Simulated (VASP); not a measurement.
A run of VASP 6.6.1 is set up as follows.

File INCAR:

```
PREC = Accurate
ENCUT = 520
EDIFF = 1E-6
ISMEAR = -1
SIGMA = 0.1
LREAL = F
LASPH = T
NELM = 100
ALGO = Normal
ISIF = 2
LWAVE = F
LCHARG = F
GGA = PE
NBANDS = 46
```

File KPOINTS:

```
Automatic mesh
0
Gamma
  3 3 3
```

The input POSCAR:

```
Cs2LiGaSe6
1.0
    3.6008160000      6.2367930000      0.0000000000
   -3.6008160000      6.2367930000      0.0000000000
    0.0000000000      0.0000000000      5.8613380000
Li Cs Se Ga
1 2 6 1
Direct
    0.0000000000      0.0000000000      0.5000000000
    0.3333000000      0.3333000000      0.2699000000
    0.6666000000      0.6667000000      0.7301000000
    0.1388000000      0.1392000000      0.7618000000
    0.7220000000      0.1388000000      0.7618000000
    0.1392000000      0.7220000000      0.7618000000
    0.2780000000      0.8608000000      0.2382000000
    0.8608000000      0.8612000000      0.2382000000
    0.8612000000      0.2780000000      0.2382000000
    0.0000000000      0.0000000000      0.0000000000
```

Potentials or basis: VASP PAW PBE potentials, release 64 (Li_sv, Cs_sv, Se, Ga_d).

The run is started by

```sh
$ cat potpaw_PBE.64/Li_sv/POTCAR potpaw_PBE.64/Cs_sv/POTCAR potpaw_PBE.64/Se/POTCAR potpaw_PBE.64/Ga_d/POTCAR > POTCAR
$ mpirun -np 1 vasp_std > vasp.out
```

Q: What does it give for the band gap on the k mesh?

A: Zero (bands 35 and 36 overlap by 0.19 eV).

Q: Estimate the largest force.

A: 4.526 eV/Å.

Forces on the atoms (eV/Å):
```
Li   0.000  0.000  0.000
Cs   0.000  0.001  0.020
Cs   0.001  0.000 -0.020
Se   0.001  4.259 -1.531
Se  -3.689 -2.128 -1.531
Se   3.687 -2.131 -1.531
Se   3.688  2.130  1.531
Se   0.001 -4.259  1.531
Se  -3.689  2.128  1.531
Ga   0.000  0.000  0.000
```

Caveat: spin-orbit coupling is left out, which moves the levels of the heavy elements; forces of over 1 eV/Å act on the atoms, so gaps and moduli don't describe the material at rest.
